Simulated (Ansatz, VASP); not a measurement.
## Sb in VASP and in Ansatz

```
Sb
1.0
     4.30120    0.00000    0.00000
     0.00000    4.49270    0.00000
     0.00000    0.00000   24.51573
Sb
8
Direct
  0.50000 0.02849 0.30593
  0.00000 0.59666 0.31421
  0.00000 0.57020 0.43255
  0.50000 0.13837 0.44083
  0.50000 0.11192 0.55917
  0.00000 0.68009 0.56745
  0.00000 0.65363 0.68579
  0.50000 0.22180 0.69407
```

Alike in both runs: task single point; functional PBE; k mesh 6 × 6 × 1; occupations fermi-dirac, width 0.05 eV; no spin polarisation.

|  | VASP | Ansatz |
| --- | --- | --- |
| version | VASP 6.6.1 | Ansatz 0.2.0 |
| potentials or method | VASP PAW PBE potentials, release 64 (Sb) | Ansatz PAW |
| plane-wave cutoff (eV) | 520 | 420 |
| valence electrons in the cell | 40 | 120 |

VASP gave:

- gap on the k mesh at the Fermi level (eV): none
- rms of the force components (eV/Å): 0.317

Task: What did Ansatz give for the same quantities?

Result: gap on the k mesh at the Fermi level (eV): none; rms of the force components (eV/Å): 0.313.

Atom by atom the forces differ by 0.020 eV/Å (rms over components). A gap of «none» marks a metal or a gap that the smearing closes. VASP's potentials hold 40 valence electrons a cell and Ansatz's 120, so a difference there can come from the potentials and not from the codes.

Neither program's run includes spin-orbit coupling.
